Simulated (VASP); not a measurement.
The system is Hf3O2.

```xyz
5
Lattice="3.7692 0.0000 0.0000 -1.8846 3.2642 0.0000 0.0000 0.0000 5.8642" Properties=species:S:1:pos:R:3 pbc="T T T"
Hf    0.0000    0.0000    0.0000
Hf    0.0000    2.1761    3.7824
Hf    1.8846    1.0881    2.0818
O     0.0000    2.1761    1.4367
O     1.8846    1.0881    4.4275
```

```yaml
Program: VASP 6.6.1
Task: relaxation of cell and atoms
Functional: PBE
Potentials_or_basis: VASP PAW PBE potentials, release 64 (Hf_pv, O)
Cutoff: 600 eV
k_mesh: 6 × 6 × 4
Occupations: gaussian, width 0.1 eV
Spin: no spin polarisation
```

At the start: pressure 2.0 GPa; volume 14.43 Å³/atom.

Where does the relaxation end?

Over 43 steps the energy falls by 767.3 meV/atom and the volume is 14.09 Å³/atom (-2.3 %); space group P-3m1 (No. 164, to 0.1 Å) before and after.

Step by step:
| step | energy change (eV) | largest force (eV/Å) | pressure (GPa) | volume (Å³) |
| --- | --- | --- | --- | --- |
| 1 | 0.0000 | 2.4843 | 2.01 | 72.15 |
| 3 | -1.1310 | 2.7546 | 12.61 | 76.14 |
| 5 | -1.8291 | 0.5139 | -3.14 | 83.92 |
| 7 | -1.8324 | 0.4414 | -3.70 | 84.54 |
| 9 | -1.8819 | 0.5172 | 0.57 | 82.60 |
| 11 | -1.9160 | 0.2073 | -1.38 | 82.55 |
| 13 | -1.9265 | 0.3180 | 0.95 | 80.81 |
| 15 | -1.9829 | 0.4753 | -0.68 | 78.91 |
| 17 | -2.6430 | 1.3870 | 0.61 | 70.44 |
| 19 | -2.6400 | 1.4265 | 1.67 | 70.01 |
| 21 | -2.6445 | 1.4460 | 1.95 | 69.90 |
| 23 | -2.6537 | 1.5395 | 3.33 | 69.39 |
| 25 | -2.6790 | 1.5068 | 3.33 | 69.38 |
| 27 | -2.7896 | 1.3690 | 3.34 | 69.33 |
| 29 | -3.1572 | 0.8538 | 4.07 | 69.14 |
| 31 | -3.4158 | 1.0140 | 8.00 | 68.75 |
| 33 | -3.6951 | 0.4103 | -3.90 | 72.96 |
| 35 | -3.7544 | 0.3630 | -3.73 | 72.73 |
| 37 | -3.8059 | 0.4093 | -0.71 | 71.24 |
| 39 | -3.8300 | 0.2160 | 1.53 | 70.05 |
| 41 | -3.8350 | 0.1123 | -0.16 | 70.54 |
| 43 | -3.8365 | 0.0146 | -0.11 | 70.47 |

Final structure:
```
CELL_PARAMETERS angstrom
3.25780 0.00000 0.00000
-1.62890 2.82134 0.00000
0.00000 0.00000 7.66695
ATOMIC_POSITIONS crystal
Hf 0.00000 0.00000 0.00000
Hf 0.33333 0.66667 0.66144
Hf 0.66667 0.33333 0.33856
O 0.33333 0.66667 0.15145
O 0.66667 0.33333 0.84855
```

Caveat: a cell axis changed by over 15 % at a fixed basis, so the end point is rough.
